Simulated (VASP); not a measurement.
Crystal: Au.

```
Au
1.0
    -1.65727    1.65727    1.65727
     1.65727   -1.65727    1.65727
     1.65727    1.65727   -1.65727
Au
1
Direct
  0.00000 0.00000 0.00000
```

This isn't the form of Au at room conditions, which is fcc.

* Program: VASP 6.6.1
* Task: relaxation of cell and atoms
* Functional: BLYP
* Potentials or basis: VASP PAW PBE potentials, release 64 (Au)
* Cutoff: 600 eV
* k mesh: 11 × 11 × 11
* Occupations: fermi-dirac, width 0.05 eV
* Spin: no spin polarisation

At the start: pressure 9.8 GPa; volume 18.21 Å³/atom.

How do energy, volume and symmetry change on relaxing?

Over 4 steps the energy falls by 40.8 meV/atom and the volume is 19.65 Å³/atom (+7.9 %); space group Im-3m (No. 229, to 0.1 Å) before and after.

Step by step:
```
step  energy change (eV)  largest force (eV/Å)  pressure (GPa)  volume (Å³)
   1              0.0000                0.0000            9.81        18.21
   2             -0.0046                0.0000           -6.41        21.31
   3             -0.0408                0.0000           -0.10        19.68
   4             -0.0408                0.0000            0.05        19.65
```

Final structure:
```yaml
crystal:
  lattice:
    - [-1.69992, 1.69992, 1.69992]
    - [1.69992, -1.69992, 1.69992]
    - [1.69992, 1.69992, -1.69992]
  atoms:
    - { symbol: Au, position: [0.00000, 0.00000, 0.00000] }
```

Caveat: the PAW data sets were made with another functional, which shifts forces and pressure a little.
